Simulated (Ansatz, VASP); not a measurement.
CoSi2: VASP beside Ansatz

```
Co Si
1.0
     0.00000    2.65212    2.65212
     2.65212    0.00000    2.65212
     2.65212    2.65212    0.00000
Co Si
1 2
Direct
  0.00000 0.00000 0.00000
  0.25000 0.25000 0.25000
  0.75000 0.75000 0.75000
```

Alike in both runs: functional PBE; dispersion D3(BJ); k mesh 14 × 14 × 14; occupations gaussian, width 0.1 eV; no spin polarisation.

Ansatz relaxed the structure, and its values are those at the end. VASP's run is a single point on that final structure, the one shown.

|  | VASP | Ansatz |
| --- | --- | --- |
| version | VASP 6.6.1 | Ansatz 0.2.0 |
| potentials or method | VASP PAW PBE potentials, release 64 (Co, Si), cutoff 520 eV | scalar-relativistic, plane waves, PAW |
| valence electrons in the cell | 17 | 25 |

```tsv
	VASP	Ansatz	Ansatz less VASP
gap on the k mesh at the Fermi level (eV)	none	none	-
pressure (GPa)	-0.2	0.0	+0.14
```

A gap of «none» marks a metal or a gap that the smearing closes. VASP's potentials hold 17 valence electrons a cell and Ansatz's 25, so a difference there can come from the potentials and not from the codes.
